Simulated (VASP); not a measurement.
# TaAgF3 (R3c) in VASP: a series of runs

The runs below take TaAgF3 through single point, with r2SCAN, r2SCAN+U.

Program: VASP 6.6.1. These are calculated values, not measurements. Logs are shortened: lines on timing, memory, paths and dates and some standing lists are left out, and cuts for length are marked.

**1. The cell of the first run**

The structure is trigonal, space group R3c (No. 161). The conventional cell has a = 5.810 Å, b = 5.810 Å, c = 14.415 Å, α = 90.00°, β = 90.00°, γ = 120.00°. Ta (site symmetry 3) has 6 F at 2.04 to 2.14 Å within 2.7 Å. F (site symmetry 1) has 2 Ta at 2.04 to 2.14 Å and 1 Ag at 2.59 Å within 2.7 Å. Within 3.4 Å of Ag (site symmetry 3) lie 12 F at 2.59 to 3.22 Å.

**2. Single point, r2SCAN**

Input file POSCAR:

```
TaAgF3
1.0
    5.8100050000      0.0000000000      0.0000000000
   -2.9050030000      5.0316180000      0.0000000000
    0.0000000000     -3.3544080000      4.8051180000
Ta F Ag
2 6 2
Direct
    0.0000000000      0.0000000000      0.0000000000
    0.5000000000      0.0000000000      0.5000000000
    0.8108000000      0.5117000000      0.7530000000
    0.2413000000      0.0521000000      0.7530000000
    0.7009000000      0.9422000000      0.7530000000
    0.7413000000      0.9422000000      0.2530000000
    0.2009000000      0.5117000000      0.2530000000
    0.3108000000      0.0521000000      0.2530000000
    0.2492000000      0.4984000000      0.7476000000
    0.7492000000      0.4984000000      0.2476000000
```

Input file INCAR.step1:

```
  PREC = Accurate
  ENCUT = 520
  ISMEAR = -1
  SIGMA = 0.1436
  LREAL = F
  LASPH = T
  NELM = 80
  NBANDS = 54
  GGA = PE
  ALGO = Normal
  EDIFF = 1E-4
  LWAVE = T
  LCHARG = F
```

Input file INCAR.step2:

```
  PREC = Accurate
  ENCUT = 520
  EDIFF = 1E-6
  ISMEAR = -1
  SIGMA = 0.1436
  LREAL = F
  LASPH = T
  NELM = 80
  ALGO = Normal
  ISIF = 2
  LWAVE = F
  LCHARG = T
  METAGGA = R2SCAN
  LMIXTAU = T
  LELF = T
  LVHAR = T
  NBANDS = 54
  ISTART = 1
```

Input file KPOINTS:

```
Automatic mesh
0
Gamma
  4 4 4
```

Potentials or basis: VASP PAW PBE potentials, release 64 (Ta_pv, F, Ag).

On the command line:

```sh
> cat potpaw_PBE.64/Ta_pv/POTCAR potpaw_PBE.64/F/POTCAR potpaw_PBE.64/Ag/POTCAR > POTCAR
> cp INCAR.step1 INCAR
> mpirun -np 1 vasp_std > vasp.out
> cp INCAR.step2 INCAR
> mpirun -np 1 vasp_std > vasp.out
```

OUTCAR:

```text
PREC = Accurate
   ENCUT = 520
   EDIFF = 1E-6
   ISMEAR = -1
   LREAL = F
   LASPH = T
   NELM = 80
   ISIF = 2
   METAGGA = R2SCAN
   ISTART = 1

 ion  position               nearest neighbor table
   1  0.000  0.000  0.000-   5 2.04   4 2.04   3 2.04   8 2.14   6 2.14   7 2.14  10 3.56  10 3.56
                            10 3.56   9 3.57   9 3.57   9 3.57   9 3.59
   2  0.500  0.000  0.500-   6 2.04   8 2.04   7 2.04   4 2.14   5 2.14   3 2.14   9 3.56   9 3.56
                             9 3.56  10 3.57  10 3.57  10 3.57  10 3.59
   3  0.811  0.512  0.753-   1 2.04   2 2.14   9 2.59
   4  0.241  0.052  0.753-   1 2.04   2 2.14   9 2.59
   5  0.701  0.942  0.753-   1 2.04   2 2.14   9 2.59
   6  0.741  0.942  0.253-   2 2.04   1 2.14  10 2.59
   7  0.201  0.512  0.253-   2 2.04   1 2.14  10 2.59
   8  0.311  0.052  0.253-   2 2.04   1 2.14  10 2.59
   9  0.249  0.498  0.748-   3 2.59   5 2.59   4 2.59   2 3.56   2 3.56   2 3.56   1 3.57   1 3.57
                             1 3.57   1 3.59
  10  0.749  0.498  0.248-   7 2.59   8 2.59   6 2.59   1 3.56   1 3.56   1 3.56   2 3.57   2 3.57
                             2 3.57   2 3.59

  LATTYP: Found a trigonal (rhomboedric) cell.
 ALAT       =     5.8601394871
 COS(alpha) =     0.5085174789

  Lattice vectors:

 A1 = (  -2.9050030000,   1.6772100000,   4.8051180000)
 A2 = (   0.0000000000,  -3.3544080000,   4.8051180000)
 A3 = (   2.9050020000,   1.6772100000,   4.8051180000)

Analysis of symmetry for initial positions (statically):
=====================================================================
 Subroutine PRICEL returns:
 Original cell was already a primitive cell.

 Routine SETGRP: Setting up the symmetry group for a
 trigonal (rhombohedral) supercell.

 Subroutine GETGRP returns: Found  6 space group operations
 (whereof  3 operations were pure point group operations)
 out of a pool of 12 trial point group operations.

The static configuration has the point symmetry C_3 .
 The point group associated with its full space group is C_3v.

Analysis of symmetry for dynamics (positions and initial velocities):
=====================================================================
 Subroutine PRICEL returns:
 Original cell was already a primitive cell.

 Routine SETGRP: Setting up the symmetry group for a
 trigonal (rhombohedral) supercell.

 Subroutine GETGRP returns: Found  6 space group operations
 (whereof  3 operations were pure point group operations)
 out of a pool of 12 trial point group operations.

The dynamic configuration has the point symmetry C_3 .
 The point group associated with its full space group is C_3v.

 Subroutine INISYM returns: Found  6 space group operations
 (whereof  3 operations are pure point group operations),
 and found     1 'primitive' translations

----------------------------------------------------------------------------------------

                                     Primitive cell

  volume of cell :     140.4715

  direct lattice vectors                    reciprocal lattice vectors
     5.810005000  0.000000000  0.000000000     0.172116891  0.099371631  0.069370407
    -2.905003000  5.031618000  0.000000000     0.000000000  0.198743227  0.138740791
     0.000000000 -3.354408000  4.805118000     0.000000000  0.000000000  0.208111435

  length of vectors
     5.810005000  5.810010510  5.860137543     0.210502254  0.242379614  0.208111435

  position of ions in fractional coordinates (direct lattice)
     0.000000000  0.000000000  0.000000000
     0.500000000  0.000000000  0.500000000
     0.810800000  0.511700000  0.753000000
     0.241300000  0.052100000  0.753000000
     0.700900000  0.942200000  0.753000000
     0.741300000  0.942200000  0.253000000
     0.200900000  0.511700000  0.253000000
     0.310800000  0.052100000  0.253000000
     0.249200000  0.498400000  0.747600000
     0.749200000  0.498400000  0.247600000

  ion indices of the primitive-cell ions
   primitive index   ion index
                 1           1
                 2           2
                 3           3
                 4           4
                 5           5
                 6           6
                 7           7
                 8           8
                 9           9
                10          10

----------------------------------------------------------------------------------------

 KPOINTS: Automatic mesh

Automatic generation of k-mesh.
 Grid dimensions read from file:
 generate k-points for:    4    4    4

 Generating k-lattice:

  Cartesian coordinates                     Fractional coordinates (reciprocal lattice)
     0.043029223  0.024842908  0.017342602     0.250000000  0.000000000  0.000000000
     0.000000000  0.049685807  0.034685198     0.000000000  0.250000000  0.000000000
     0.000000000  0.000000000  0.052027859     0.000000000  0.000000000  0.250000000

  Length of vectors
     0.052625563  0.060594904  0.052027859

  Shift w.r.t. Gamma in fractional coordinates (k-lattice)
     0.000000000  0.000000000  0.000000000

 Subroutine IBZKPT returns following result:
 ===========================================

 Found     13 irreducible k-points:

 Following reciprocal coordinates:
            Coordinates               Weight
  0.000000  0.000000  0.000000      1.000000
  0.250000  0.000000 -0.000000      6.000000
  0.500000  0.000000 -0.000000      3.000000
  0.000000  0.250000 -0.000000      6.000000
  0.250000  0.250000 -0.000000     12.000000
  0.500000  0.250000 -0.000000      6.000000
  0.000000  0.500000 -0.000000      3.000000
  0.000000  0.000000  0.250000      2.000000
  0.250000  0.000000  0.250000      6.000000
  0.500000  0.000000  0.250000      6.000000
  0.000000  0.250000  0.250000      6.000000
  0.250000  0.250000  0.250000      6.000000
  0.000000  0.000000  0.500000      1.000000
   k-points           NKPTS =     13   k-points in BZ     NKDIM =     13   number of bands    NBANDS=     54
   number of dos      NEDOS =    301   number of ions     NIONS =     10
   total plane-waves  NPLWV = 110592
   dimension x,y,z NGX =    48 NGY =   48 NGZ =   48
   dimension x,y,z NGXF=    96 NGYF=   96 NGZF=   96
   ions per type =               2   6   2
   NGX,Y,Z   is equivalent  to a cutoff of  13.73, 13.73, 13.62 a.u.
   NGXF,Y,Z  is equivalent  to a cutoff of  27.47, 27.47, 27.23 a.u.
 SYSTEM =  unknown system
   PREC   = accura    normal or accurate (medium, high low for compatibility)
   ISTART =      1    job   : 0-new  1-cont  2-samecut
   ICHARG =      0    charge: 1-file 2-atom 10-const
   ISPIN  =      1    spin polarized calculation?
   LNONCOLLINEAR =      F non collinear calculations
   LSORBIT =      F    spin-orbit coupling
   LASPH  =      T    aspherical Exc in radial PAW
   ENCUT  =  520.0 eV  38.22 Ry    6.18 a.u.  10.80 10.80 10.90*2*pi/ulx,y,z
   NELM   =     80;   NELMIN=  2; NELMDL=  0     # of ELM steps
   EDIFF  = 0.1E-05   stopping-criterion for ELM
   LREAL  =      F    real-space projection
   EDIFFG = 0.1E-04   stopping-criterion for IOM
   NSW    =      0    number of steps for IOM
   IBRION =     -1    ionic relax: 0-MD 1-quasi-New 2-CG
   NFREE  =      0    steps in history (QN), initial steepest desc. (CG)
   ISIF   =      2    stress and relaxation
   ISYM   =      2    0-nonsym 1-usesym 2-fastsym
   POTIM  = 0.5000    time-step for ionic-motion
   TEBEG  =    0.0;   TEEND  =   0.0 temperature during run
   PSTRESS=    0.0 pullay stress
   NELECT =      86.0000    total number of electrons
   NUPDOWN=      -1.0000    fix difference up-down
   EMIN   =  10.00;   EMAX   =-10.00  energy-range for DOS
   EFERMI =   0.00;   METHOD = LEGACY
   ISMEAR =    -1;   SIGMA  =   0.14  broadening in eV -4-tet -1-fermi 0-gaus
   EFERMI_NEDOS =   21; number of points for ismear=-14 and -15
   IALGO  =     38    algorithm
   IMIX   =      4    mixing-type and parameters
     AMIX     =   0.40;   BMIX     =  1.00
     AMIX_MAG =   1.60;   BMIX_MAG =  1.00
  volume/ion in A,a.u.               =      14.05        94.79
  Fermi-wavevector in a.u.,A,eV,Ry     =   1.390096  2.626901 26.291461  1.932368
  Thomas-Fermi vector in A             =   2.514064
   LORBIT       =      0    0 simple, 1 ext, 2 COOP (PROOUT), +10 PAW based schemes
   METAGGA = R2SCAN    functional components
   LHFCALC =     F    Hartree Fock is set to
   AEXX    =    0.0000 exact exchange contribution
   IVDW    =     0    specifies the selected vdW correction
   LEPSILON=     F    determine dielectric tensor
   LRPA    =     F    only Hartree local field effects (RPA)
 non-spin polarized calculation
  energy-cutoff  :      520.00
  volume of cell :      140.47
 maximum number of plane-waves:      3804
 NGX is ok and might be reduce to    48
   NGX = 21   NGY = 21   NGZ = 21

 number of electron      85.9999995 magnetization

 Free energy of the ion-electron system (eV)
  ---------------------------------------------------
  ext. energy  EPLUGINS =         0.00000000
  ---------------------------------------------------
  free energy    TOTEN  =      -173.63260942 eV

  energy without entropy =     -173.00157889  energy(sigma->0) =     -173.31709415

 E-fermi :   5.6612     XC(G=0): -11.2908

 val. band max:        5.5612331534   @ k =   0.0000   0.5000  -0.0000
 cond. band min:       5.6915061622   @ k =   0.0000   0.5000  -0.0000
 fundamental gap:      0.1302730088
 Fermi energy:         5.6612432927

 k-point     1 :       0.0000    0.0000    0.0000
  band No.  band energies     occupation
      1     -32.6581      2.00000
      2     -32.6581      2.00000
      3     -32.6408      2.00000
      4     -32.5135      2.00000
      5     -32.5134      2.00000
      6     -32.4950      2.00000
[... 46 lines left out ...]
     53      11.4235      0.00000
     54      11.6722      0.00000

 k-point     2 :       0.2500    0.0000   -0.0000
  band No.  band energies     occupation
      1     -32.6378      2.00000
      2     -32.6375      2.00000
      3     -32.6200      2.00000
      4     -32.5356      2.00000
      5     -32.5352      2.00000
      6     -32.5169      2.00000
[... 46 lines left out ...]
     53      10.6080      0.00000
     54      11.0964      0.00000

 k-point     3 :       0.5000    0.0000   -0.0000
  band No.  band energies     occupation
      1     -32.5879      2.00000
      2     -32.5879      2.00000
      3     -32.5867      2.00000
      4     -32.5867      2.00000
      5     -32.5690      2.00000
      6     -32.5690      2.00000
[... 46 lines left out ...]
     53      10.0873      0.00000
     54      10.0873      0.00000
[... 457 lines left out ...]
 k-point    12 :       0.2500    0.2500    0.2500
  band No.  band energies     occupation
      1     -32.6567      2.00000
      2     -32.6567      2.00000
      3     -32.5813      2.00000
      4     -32.5813      2.00000
      5     -32.5033      2.00000
      6     -32.5033      2.00000
[... 46 lines left out ...]
     53      10.7903      0.00000
     54      10.7903      0.00000

 k-point    13 :       0.0000    0.0000    0.5000
  band No.  band energies     occupation
      1     -32.5869      2.00000
      2     -32.5869      2.00000
      3     -32.5869      2.00000
      4     -32.5869      2.00000
      5     -32.5698      2.00000
      6     -32.5698      2.00000
[... 46 lines left out ...]
     53      10.0416      0.00000
     54      10.0416      0.00000

------------------------ aborting loop because EDIFF is reached ----------------------------------------

  FORCE on cell =-STRESS in cart. coord.  units (eV):
  Direction    XX          YY          ZZ          XY          YZ          ZX
  --------------------------------------------------------------------------------------
  -------------------------------------------------------------------------------------
  Total        3.8831284      3.8831378      2.3775497     -0.0000004      0.0000020     -0.0000002
  in kB       44.2898399     44.2899468     27.1176445     -0.0000044      0.0000226     -0.0000019
  external PRESSURE =      38.5658104 kB  Pullay stress =       0.0000000 kB

 VOLUME and BASIS-vectors are now :
 -----------------------------------------------------------------------------
  energy-cutoff  :      520.00
  volume of cell :      140.47
      direct lattice vectors                 reciprocal lattice vectors
     5.810005000  0.000000000  0.000000000     0.172116891  0.099371631  0.069370407
    -2.905003000  5.031618000  0.000000000     0.000000000  0.198743227  0.138740791
     0.000000000 -3.354408000  4.805118000     0.000000000  0.000000000  0.208111435

 POSITION                                       TOTAL-FORCE (eV/Angst)
 -----------------------------------------------------------------------------------
      0.00000      0.00000      0.00000        -0.000000      0.000001      1.158160
      2.90500     -1.67720      2.40256        -0.000000      0.000001      1.158160
      3.22426      0.04881      3.61825        -0.434899     -0.325994     -0.349442
      1.25060     -2.26372      3.61825         0.499768     -0.213638     -0.349442
      1.33514      2.21492      3.61825        -0.064869      0.539631     -0.349442
      1.56986      3.89213      1.21569         0.064868      0.539631     -0.349442
     -0.31926      1.72601      1.21569         0.434899     -0.325994     -0.349442
      1.65440     -0.58652      1.21569        -0.499768     -0.213638     -0.349442
     -0.00000      0.00000      3.59231         0.000000     -0.000000     -0.109835
      2.90500      1.67721      1.18975         0.000000     -0.000000     -0.109835
 -----------------------------------------------------------------------------------
    total drift:                                0.000002      0.000027     -0.001218

  FREE ENERGIE OF THE ION-ELECTRON SYSTEM (eV)
  ---------------------------------------------------
  free  energy   TOTEN  =      -173.6326094175 eV

  energy  without entropy=     -173.0015788855  energy(sigma->0) =     -173.31709415
```

It took 12 min on 1 thread of Intel Xeon 8259CL, shared host; peak memory 0.4 GiB.

What came out:

* Free energy: -173.6326 eV
* Pressure: 3.9 GPa
* Largest force: 1.158 eV/Å
* Band gap on the k mesh: zero (bands 43 and 44 overlap by 0.84 eV)

Forces in eV/Å, atoms in the order of the input:
```
Ta   0.000  0.000  1.158
Ta   0.000  0.000  1.158
F   -0.435 -0.326 -0.349
F    0.500 -0.214 -0.349
F   -0.065  0.540 -0.349
F    0.065  0.540 -0.349
F    0.435 -0.326 -0.349
F   -0.500 -0.214 -0.349
Ag   0.000  0.000 -0.110
Ag   0.000  0.000 -0.110
```

Caveat: the cell stands under pressure; the PAW data sets were made with another functional, which shifts forces and pressure a little; spin-orbit coupling is left out, which moves the levels of the heavy elements.

(Part 1 of 2 ends here.)

The gap in the log of VASP goes by the Fermi energy; the results here count the filled bands.